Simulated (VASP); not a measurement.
# MnS (F-43m) in VASP: a series of runs

The runs below take MnS through single point, relaxation of cell and atoms, with PBE, PBEsol+D4, PBEsol.

Everything below comes from runs of VASP 6.6.1. Logs are shortened: lines on timing, memory, paths and dates and some standing lists are left out, and cuts for length are marked.

## Step 1: The cell of the first run

Symmetry: F-43m, No. 216, cubic system. The conventional cell has a = 4.947 Å, b = 4.947 Å, c = 4.947 Å, α = 90.00°, β = 90.00°, γ = 90.00°. Mn (site symmetry -43m) has 4 S at 2.14 Å within 2.8 Å. Within 2.8 Å of S (site symmetry -43m) lie 4 Mn at 2.14 Å.

## Step 2: Single point, PBE, collinear spin, ferromagnetic start

Contents of INCAR:

```
ALGO = Normal
EDIFF = 1E-7
ENCUT = 520
GGA = PE
ISIF = 2
ISMEAR = 0
ISPIN = 2
LASPH = T
LCHARG = F
LMAXMIX = 4
LORBIT = 11
LREAL = F
LWAVE = F
MAGMOM = 4 0
NBANDS = 20
NELM = 150
PREC = Accurate
SIGMA = 0.025
```

Contents of KPOINTS:

```
k-points
0
Gamma
  9 9 9
```

Contents of POSCAR:

```
MnS
1.0
    0.0000000000      2.4734634191      2.4734634191
    2.4734634191      0.0000000000      2.4734634191
    2.4734634191      2.4734634191      0.0000000000
Mn S
1 1
Direct
    0.0000000000      0.0000000000      0.0000000000
    0.7500000000      0.7500000000      0.7500000000
```

Potentials or basis: VASP PAW PBE potentials, release 64 (Mn_pv, S).

Run with:

```sh
> cat potpaw_PBE.64/Mn_pv/POTCAR potpaw_PBE.64/S/POTCAR > POTCAR
> mpirun -np 1 vasp_std > vasp.out
```

OUTCAR:

```text
EDIFF = 1E-7
   ENCUT = 520
   GGA = PE
   ISIF = 2
   ISMEAR = 0
   ISPIN = 2
   LASPH = T
   LORBIT = 11
   LREAL = F
   NELM = 150
   PREC = Accurate

 ion  position               nearest neighbor table
   1  0.000  0.000  0.000-   2 2.14   2 2.14   2 2.14   2 2.14
   2  0.750  0.750  0.750-   1 2.14   1 2.14   1 2.14   1 2.14

  LATTYP: Found a face centered cubic cell.
 ALAT       =     4.9469268382

  Lattice vectors:

 A1 = (   0.0000000000,   2.4734634191,   2.4734634191)
 A2 = (   2.4734634191,   0.0000000000,   2.4734634191)
 A3 = (   2.4734634191,   2.4734634191,   0.0000000000)

Analysis of symmetry for initial positions (statically):
=====================================================================
 Subroutine PRICEL returns:
 Original cell was already a primitive cell.

 Routine SETGRP: Setting up the symmetry group for a
 face centered cubic supercell.

 Subroutine GETGRP returns: Found 24 space group operations
 (whereof 24 operations were pure point group operations)
 out of a pool of 48 trial point group operations.

The static configuration has the point symmetry T_d .

Analysis of symmetry for dynamics (positions and initial velocities):
=====================================================================
 Subroutine PRICEL returns:
 Original cell was already a primitive cell.

 Routine SETGRP: Setting up the symmetry group for a
 face centered cubic supercell.

 Subroutine GETGRP returns: Found 24 space group operations
 (whereof 24 operations were pure point group operations)
 out of a pool of 48 trial point group operations.

The dynamic configuration has the point symmetry T_d .

Analysis of structural, dynamic, and magnetic symmetry:
=====================================================================
 Subroutine PRICEL returns:
 Original cell was already a primitive cell.

 Routine SETGRP: Setting up the symmetry group for a
 face centered cubic supercell.

 Subroutine GETGRP returns: Found 24 space group operations
 (whereof 24 operations were pure point group operations)
 out of a pool of 48 trial point group operations.

The overall configuration has the point symmetry T_d .

 Subroutine INISYM returns: Found 24 space group operations
 (whereof 24 operations are pure point group operations),
 and found     1 'primitive' translations

----------------------------------------------------------------------------------------
[... 114 lines left out ...]
  volume/ion in A,a.u.               =      15.13       102.12
  Fermi-wavevector in a.u.,A,eV,Ry     =   1.401771  2.648964 26.734947  1.964963
  Thomas-Fermi vector in A             =   2.524600
   LORBIT       =     11    0 simple, 1 ext, 2 COOP (PROOUT), +10 PAW based schemes
   GGA     = PE    functional components
   LHFCALC =     F    Hartree Fock is set to
   AEXX    =    0.0000 exact exchange contribution
   IVDW    =     0    specifies the selected vdW correction
   LEPSILON=     F    determine dielectric tensor
   LRPA    =     F    only Hartree local field effects (RPA)
 spin polarized calculation
 Gauss-broadening in eV      SIGMA  =   0.03
  energy-cutoff  :      520.00
  volume of cell :       30.27
 maximum number of plane-waves:       869
 NGX is ok and might be reduce to    28
   NGX = 13   NGY = 13   NGZ = 13

 number of electron      18.9999987 magnetization       0.2271570

 Free energy of the ion-electron system (eV)
  ---------------------------------------------------
  ext. energy  EPLUGINS =         0.00000000
  ---------------------------------------------------
  free energy    TOTEN  =       -13.66758639 eV

  energy without entropy =      -13.66687038  energy(sigma->0) =      -13.66722839

 E-fermi :   7.4354     XC(G=0): -11.2402

 val. band max:        7.4347037423   @ k =  -0.4444   0.3333   0.1111
 cond. band min:       7.4459937065   @ k =  -0.3333   0.3333   0.0000
 fundamental gap:      0.0112899643
 Fermi energy:         7.4354369111

 spin component 1

 k-point     1 :       0.0000    0.0000    0.0000
  band No.  band energies     occupation
      1     -40.3752      1.00000
      2     -40.3752      1.00000
      3     -40.3752      1.00000
      4      -7.8749      1.00000
      5       2.7133      1.00000
      6       2.7133      1.00000
[... 541 lines left out ...]
     19      24.5942      0.00000
     20      24.5942      0.00000

 [... further k-points ...]

 spin component 2

 k-point     1 :       0.0000    0.0000    0.0000
  band No.  band energies     occupation
      1     -40.1618      1.00000
      2     -40.1618      1.00000
      3     -40.1618      1.00000
      4      -7.8662      1.00000
      5       2.7560      1.00000
      6       2.7560      1.00000
[... 541 lines left out ...]
     19      24.6204      0.00000
     20      24.6204      0.00000

 [... further k-points ...]

------------------------ aborting loop because EDIFF is reached ----------------------------------------

  FORCE on cell =-STRESS in cart. coord.  units (eV):
  Direction    XX          YY          ZZ          XY          YZ          ZX
  --------------------------------------------------------------------------------------
  -------------------------------------------------------------------------------------
  Total        0.5616804      0.5616804      0.5616804      0.0000000      0.0000000      0.0000000
  in kB       29.7340039     29.7340039     29.7340039      0.0000000      0.0000000      0.0000000
  external PRESSURE =      29.7340039 kB  Pullay stress =       0.0000000 kB

 VOLUME and BASIS-vectors are now :
 -----------------------------------------------------------------------------
  energy-cutoff  :      520.00
  volume of cell :       30.27
      direct lattice vectors                 reciprocal lattice vectors
     0.000000000  2.473463419  2.473463419    -0.202145702  0.202145702  0.202145702
     2.473463419  0.000000000  2.473463419     0.202145702 -0.202145702  0.202145702
     2.473463419  2.473463419  0.000000000     0.202145702  0.202145702 -0.202145702

 POSITION                                       TOTAL-FORCE (eV/Angst)
 -----------------------------------------------------------------------------------
      0.00000      0.00000      0.00000         0.000000      0.000000      0.000000
      3.71020      3.71020      3.71020        -0.000000     -0.000000     -0.000000
 -----------------------------------------------------------------------------------
    total drift:                               -0.000001     -0.000001     -0.000001

  FREE ENERGIE OF THE ION-ELECTRON SYSTEM (eV)
  ---------------------------------------------------
  free  energy   TOTEN  =       -13.6675863875 eV

  energy  without entropy=      -13.6668703834  energy(sigma->0) =      -13.66722839

 total charge

# of ion       s       p       d       tot
------------------------------------------
    1        0.353   6.313   5.366  12.031
    2        1.322   2.426   0.000   3.748
--------------------------------------------------
tot          1.674   8.739   5.366  15.779

 magnetization (x)

# of ion       s       p       d       tot
------------------------------------------
    1        0.008   0.004   0.207   0.218
    2       -0.001  -0.003   0.000  -0.004
--------------------------------------------------
tot          0.007   0.001   0.207   0.215
```

OSZICAR:

```text
N       E                     dE             d eps       ncg     rms          rms(c)
DAV:   1     0.161190548001E+03    0.16119E+03   -0.10275E+04  2800   0.102E+03
DAV:   2    -0.644702430757E+01   -0.16764E+03   -0.15884E+03  2904   0.297E+02
DAV:   3    -0.144335482981E+02   -0.79865E+01   -0.78805E+01  3256   0.704E+01
[... 13 lines left out ...]
DAV:  91    -0.136675861377E+02   -0.22828E-05   -0.25458E-06  2972   0.175E-02    0.716E-03
DAV:  92    -0.136675863546E+02   -0.21692E-06   -0.16638E-07  2480   0.350E-03    0.349E-03
DAV:  93    -0.136675858169E+02    0.53766E-06   -0.50632E-07  2728   0.731E-03    0.850E-03
DAV:  94    -0.136675863972E+02   -0.58027E-06   -0.26051E-07  2304   0.578E-03    0.198E-03
DAV:  95    -0.136675863875E+02    0.96675E-08   -0.66463E-08  1432   0.219E-03
   1 F= -.13667586E+02 E0= -.13667228E+02  d E =-.716004E-03  mag=     0.2266
```

stdout:

```text
POSCAR found type information on POSCAR MnS
 POSCAR found :  2 types and       2 ions
 scaLAPACK will be used
 LDA part: xc-table for (Slater+PW92), standard interpolation
 POSCAR, INCAR and KPOINTS ok, starting setup
 FFT: planning ... GRIDC
 FFT: planning ... GRID_SOFT
 FFT: planning ... GRID
 WAVECAR not read
 entering main loop
```

It took 2.3 min on 1 thread of Intel Xeon 6975P-C (Granite Rapids), shared host; peak memory 0.18 GiB.

Results:

| Quantity | Value |
| --- | --- |
| Free energy | -13.6676 eV |
| Pressure | 3.0 GPa |
| Net moment | 0.23 μB per cell |
| Site moments | Mn +0.22; S -0.00 μB |
| Valence electrons inside the program's atomic spheres | Mn 12.03; S 3.75 |

Caveat: semilocal functionals often make such compounds metallic where correlation or magnetic order opens a gap, which also shifts bond lengths. With open d or f shells a metallic result of PBE can be an artefact of self-interaction; +U or a hybrid may open a gap.

## Step 3: Single point, PBE, collinear spin, ferromagnetic start

Contents of INCAR:

```
SYSTEM = MnS
ALGO = Normal ; EDIFF = 1E-7
ENCUT = 520 ; GGA = PE
ISIF = 2 ; ISMEAR = 0
ISPIN = 2 ; LASPH = .TRUE.
LCHARG = .FALSE. ; LMAXMIX = 4
LORBIT = 11 ; LREAL = .FALSE.
LWAVE = .FALSE. ; MAGMOM = 4 0
NBANDS = 20 ; NELM = 150
PREC = Accurate ; SIGMA = 0.012
```

Contents of KPOINTS:

```
k-points
0
G
  9 9 9
  0 0 0
```

POSCAR is that of step 2.

Potentials or basis: VASP PAW PBE potentials, release 64 (Mn_pv, S).

Run with:

```sh
> cat potpaw_PBE.64/Mn_pv/POTCAR potpaw_PBE.64/S/POTCAR > POTCAR
> mpirun -np 1 vasp_std > vasp.out
```

Run time: 3.4 min. Hardware: 1 thread of Intel Xeon 6975P-C (Granite Rapids), shared host; peak memory 0.19 GiB.

Results (log left out):

```yaml
Free_energy: -13.6673 eV
Pressure: 3.0 GPa
Net_moment: 0.23 μB per cell
Site_moments: Mn +0.21; S -0.00 μB
Valence_electrons_inside_the_program's_atomic_spheres: Mn 12.03; S 3.75
```

Levels at points of the mesh, in eV from the Fermi level:
Spin up:
| k point | band 6 | band 7 | band 8 | band 9 | band 10 | band 11 | band 12 | band 13 | band 14 | band 15 |
| --- | --- | --- | --- | --- | --- | --- | --- | --- | --- | --- |
| (0.00, 0.00, 0.00) | -4.72 | -4.72 | -0.91 | -0.91 | 3.66 | 3.66 | 3.66 | 3.78 | 7.90 | 7.90 |
Spin down:
| k point | band 5 | band 6 | band 7 | band 8 | band 9 | band 10 | band 11 | band 12 | band 13 | band 14 |
| --- | --- | --- | --- | --- | --- | --- | --- | --- | --- | --- |
| (0.00, 0.00, 0.00) | -4.68 | -4.68 | -4.68 | -0.62 | -0.62 | 3.72 | 3.72 | 3.72 | 3.81 | 7.96 |

Caveat: the cell stands under pressure; semilocal functionals often make such compounds metallic where correlation or magnetic order opens a gap, which also shifts bond lengths. With open d or f shells a metallic result of PBE can be an artefact of self-interaction; +U or a hybrid may open a gap.

## Step 4: Relaxation of cell and atoms, PBEsol+D4, collinear spin, ferromagnetic start

Contents of INCAR:

```
PREC = Accurate
ENCUT = 600
EDIFF = 1E-7
ISMEAR = -1
SIGMA = 0.05
LREAL = F
LASPH = T
NELM = 150
ALGO = Normal
ISIF = 3
LWAVE = F
LCHARG = F
ISPIN = 2
MAGMOM = 4 0
LORBIT = 11
LMAXMIX = 4
GGA = PS
IVDW = 13
IBRION = 2
NSW = 80
EDIFFG = -0.02
```

Contents of KPOINTS:

```
Automatic mesh
0
Gamma
  9 9 9
```

POSCAR is that of step 3.

Run with:

```sh
> cat potpaw_PBE.64/Mn_pv/POTCAR potpaw_PBE.64/S/POTCAR > POTCAR
> mpirun -np 1 vasp_std > vasp.out
```

Run time: 83 s. Hardware: 1 thread of Intel Xeon 6975P-C (Granite Rapids), shared host; peak memory 0.19 GiB.

It converged, with:

```yaml
Free_energy: -15.3351 eV
Relaxed_volume: 14.57 Å³/atom
Relaxed_cell: a = 3.454 Å, b = 3.454 Å, c = 3.454 Å, α = 60.00°, β = 60.00°, γ = 60.00°
Space_group_after_relaxing_to_0.1_Å: F-43m (No. 216)
Energy_gained_by_relaxing: 10.0 meV/atom
Ionic_steps: 3
Pressure_after_relaxing: 0.0 GPa
Net_moment: 0.18 μB per cell
Site_moments: Mn +0.17; S -0.00 μB
Valence_electrons_inside_the_program's_atomic_spheres: Mn 12.13; S 3.74
Dispersion_energy_per_atom: -0.280 eV
```

The path:
| step | energy change (eV) | largest force (eV/Å) | pressure (GPa) | volume (Å³) |
| --- | --- | --- | --- | --- |
| 1 | 0.0000 | 0.0000 | -5.47 | 30.27 |
| 2 | 0.0011 | 0.0000 | 6.46 | 28.06 |
| 3 | -0.0200 | 0.0000 | -0.03 | 29.14 |

Final structure:
```cif
data_structure
_symmetry_space_group_name_H-M 'P 1'
_symmetry_Int_Tables_number 1
_cell_length_a 3.4543
_cell_length_b 3.4543
_cell_length_c 3.4543
_cell_angle_alpha 60.000
_cell_angle_beta 60.000
_cell_angle_gamma 60.000
_cell_volume 29.14
loop_
_atom_site_label
_atom_site_type_symbol
_atom_site_fract_x
_atom_site_fract_y
_atom_site_fract_z
_atom_site_occupancy
Mn1 Mn 0.00000 0.00000 0.00000 1
S1 S 0.75000 0.75000 0.75000 1
```

Levels at points of the mesh, in eV from the Fermi level:
Spin up:
```
           k point  band 7  band 8  band 9  band 10  band 11  band 12  band 13  band 14
(0.00, 0.00, 0.00)   -4.84   -0.88   -0.88     3.90     3.90     3.90     3.93     8.03
```
Spin down:
| k point | band 6 | band 7 | band 8 | band 9 | band 10 | band 11 | band 12 | band 13 |
| --- | --- | --- | --- | --- | --- | --- | --- | --- |
| (0.00, 0.00, 0.00) | -4.80 | -4.80 | -0.69 | -0.69 | 3.95 | 3.97 | 3.97 | 3.97 |

Caveat: the PAW data sets were made with another functional, which shifts forces and pressure a little; semilocal functionals often make such compounds metallic where correlation or magnetic order opens a gap, which also shifts bond lengths. With open d or f shells a metallic result of PBEsol can be an artefact of self-interaction; +U or a hybrid may open a gap.

## Step 5: Single point, PBEsol, collinear spin, ferromagnetic start

Contents of INCAR:

```
SYSTEM = MnS
PREC = Accurate
ENCUT = 680
EDIFF = 1E-6
ISMEAR = -1
SIGMA = 0.05
LREAL = .False.
LASPH = .True.
NELM = 200
ALGO = Normal
ISIF = 2
LWAVE = .False.
LCHARG = .False.
ISPIN = 2
MAGMOM = 1 0
LORBIT = 11
NUPDOWN = 1.0
LMAXMIX = 4
GGA = PS
NBANDS = 22
GGA_COMPAT = .False.
```

Contents of KPOINTS:

```
regular mesh
0
Gamma
  8 8 8
  0 0 0
```

POSCAR is that of step 4.

Potentials or basis: VASP PAW PBE potentials, release 64 (Mn_sv, S).

Run with:

```sh
> cat potpaw_PBE.64/Mn_sv/POTCAR potpaw_PBE.64/S/POTCAR > POTCAR
> mpirun -np 1 vasp_std > vasp.out
```

Run time: 83 s. Hardware: 1 thread of Intel Xeon Platinum 8375C at 2.90GHz (Ice Lake), shared host; peak memory 0.21 GiB.

Results (log left out):

| Item | Value |
| --- | --- |
| Free energy | -14.8072 eV |
| Pressure | -0.6 GPa |
| Net moment | 1.00 μB per cell |
| Site moments | Mn +0.92; S -0.03 μB |
| Valence electrons inside the program's atomic spheres | Mn 13.13; S 3.73 |

Caveat: the PAW data sets were made with another functional, which shifts forces and pressure a little; the total moment is fixed, so each spin has its own Fermi level and the state may be an excited one; a cell with one magnetic atom can't hold antiferromagnetic order, which such compounds often take.

## Step 6: The runs side by side

```tsv
task	level	potentials or basis	fixed moment (μB)	cell	k mesh	cutoff (eV)	smearing	gap on the mesh (eV)	pressure (GPa)	moment (μB)
single point	PBE	VASP PAW PBE potentials, release 64 (Mn_pv, S)	-	as given	9 × 9 × 9	520	gaussian 0.025 eV	none	3.0	0.23
single point	PBE	VASP PAW PBE potentials, release 64 (Mn_pv, S)	-	as given	9 × 9 × 9	520	gaussian 0.012 eV	none	3.0	0.23
relaxation of cell and atoms	PBEsol+D4	VASP PAW PBE potentials, release 64 (Mn_pv, S)	-	relaxed	9 × 9 × 9	600	fermi-dirac 0.05 eV	none	0.0	0.18
single point	PBEsol	VASP PAW PBE potentials, release 64 (Mn_sv, S)	1.0	as given	8 × 8 × 8	680	fermi-dirac 0.05 eV	-	-0.6	1.00
```

Alike in all rows: spin collinear, ferromagnetic start.

Caveats: semilocal functionals often make such compounds metallic where correlation or magnetic order opens a gap, which also shifts bond lengths (at least some runs); the PAW data sets were made with another functional, which shifts forces and pressure a little (at least some runs); the cell stands under pressure (at least some runs); the total moment is fixed, so each spin has its own Fermi level and the state may be an excited one (at least some runs); a cell with one magnetic atom can't hold antiferromagnetic order, which such compounds often take (at least some runs).

Total energies depend on the potentials used, so only differences within one code and one set of settings carry meaning.

The gap in the log of VASP goes by the Fermi energy; the results here count the filled bands.